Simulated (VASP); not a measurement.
TiCd:

```
Ti Cd
1.0
     2.90400    0.00000    0.00000
     0.00000    2.90400    0.00000
     0.00000    0.00000    8.95400
Ti Cd
2 2
Direct
  0.00000 0.50000 0.60800
  0.50000 0.00000 0.39200
  0.00000 0.50000 0.13000
  0.50000 0.00000 0.87000
```

* Program: VASP 6.6.1
* Task: relaxation of cell and atoms
* Functional: PBEsol
* Potentials or basis: VASP PAW PBE potentials, release 64 (Ti_sv, Cd)
* Cutoff: 600 eV
* k mesh: 7 × 7 × 3
* Occupations: fermi-dirac, width 0.05 eV
* Spin: no spin polarisation

At the start: pressure -3.1 GPa; volume 18.88 Å³/atom.

Question: How do energy, volume and symmetry change on relaxing?

Answer: Over 10 steps the energy falls by 8.2 meV/atom and the volume is 18.22 Å³/atom (-3.5 %); space group P4/nmm (No. 129, to 0.1 Å) before and after.

Step by step:
```csv
step,energy change (eV),largest force (eV/Å),pressure (GPa),volume (Å³)
1,0.0000,0.1924,-3.14,75.51
2,-0.0200,0.2294,2.12,71.55
3,-0.0280,0.1820,0.16,72.89
4,-0.0317,0.0821,0.09,72.85
5,-0.0326,0.0293,0.05,72.81
6,-0.0326,0.0310,0.05,72.81
7,-0.0327,0.0206,0.01,72.88
8,-0.0328,0.0080,-0.09,72.97
9,-0.0328,0.0071,0.05,72.87
10,-0.0328,0.0031,0.04,72.89
```

Final structure:
```xyz
4
Lattice="2.8691 0.0000 0.0000 0.0000 2.8691 0.0000 0.0000 0.0000 8.8553" Properties=species:S:1:pos:R:3 pbc="T T T"
Ti    0.0000    1.4345    5.3989
Ti    1.4345    0.0000    3.4564
Cd    0.0000    1.4345    1.1753
Cd    1.4345    0.0000    7.6800
```

Caveat: the PAW data sets were made with another functional, which shifts forces and pressure a little.
